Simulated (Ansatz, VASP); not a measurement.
**IrO in VASP and in Ansatz**

The input POSCAR:

```
IrO
1.0
    0.0000000000      2.3648116834      2.3648116834
    2.3648116834      0.0000000000      2.3648116834
    2.3648116834      2.3648116834      0.0000000000
Ir O
1 1
Direct
    0.0000000000      0.0000000000      0.0000000000
    0.2500000000      0.2500000000      0.2500000000
```

The input INCAR.step1:

```
ALGO = Normal
EDIFF = 1E-5
ENCUT = 660
GGA = PE
GGA_COMPAT = F
ISMEAR = 0
LASPH = T
LCHARG = F
LREAL = F
LWAVE = T
NBANDS = 18
NELM = 120
PREC = Accurate
SIGMA = 0.1
```

Contents of INCAR.step2:

```
ALGO = Normal
EDIFF = 1E-6
ENCUT = 660
GGA_COMPAT = F
ISIF = 2
ISMEAR = 0
ISTART = 1
LASPH = T
LCHARG = T
LELF = T
LMIXTAU = T
LREAL = F
LVHAR = T
LWAVE = F
METAGGA = R2SCAN
NBANDS = 18
NELM = 120
PREC = Accurate
SIGMA = 0.1
```

KPOINTS

```
k-points
0
Gamma
  16 16 16
```

Input for Ansatz:

```yaml
crystal:
  lattice:
    - [0.0, 2.3648116834, 2.3648116834]
    - [2.3648116834, 0.0, 2.3648116834]
    - [2.3648116834, 2.3648116834, 0.0]
  atoms:
    - { symbol: Ir, position: [0.0, 0.0, 0.0] }
    - { symbol: O, position: [0.25, 0.25, 0.25] }
basis:
  ecutwfc: 500
kpoints:
  mp_grid: { grid: [16, 16, 16] }
hamiltonian:
  xc: r2scan
scf:
  occupations: { method: gaussian, width: 0.1 }
output:
  forces: true
  stress: true
  eigenvalues: true
  write_density: true
  write_potential: true
  elf: true
  volumetric_format: npy
```

Alike in both runs: task single point; functional r2SCAN; k mesh 16 × 16 × 16; occupations gaussian, width 0.1 eV; no spin polarisation.

```csv
,VASP,Ansatz
version,VASP 6.6.1,Ansatz 0.2.0
potentials or method,"VASP PAW PBE potentials, release 64 (Ir_sv_GW, O), cutoff 660 eV","scalar-relativistic, plane waves, PAW"
valence electrons in the cell,23,23
```

```tsv
	VASP	Ansatz	Ansatz less VASP
gap on the k mesh at the Fermi level (eV)	none	none	-
pressure (GPa)	-0.5	0.0	+0.50
```

VASP's potentials were made for PBE, not for r2SCAN. A gap of «none» marks a metal or a gap that the smearing closes. With one functional, cell and mesh, what is left measures potentials, basis and numerics.

Neither program's run includes spin-orbit coupling.
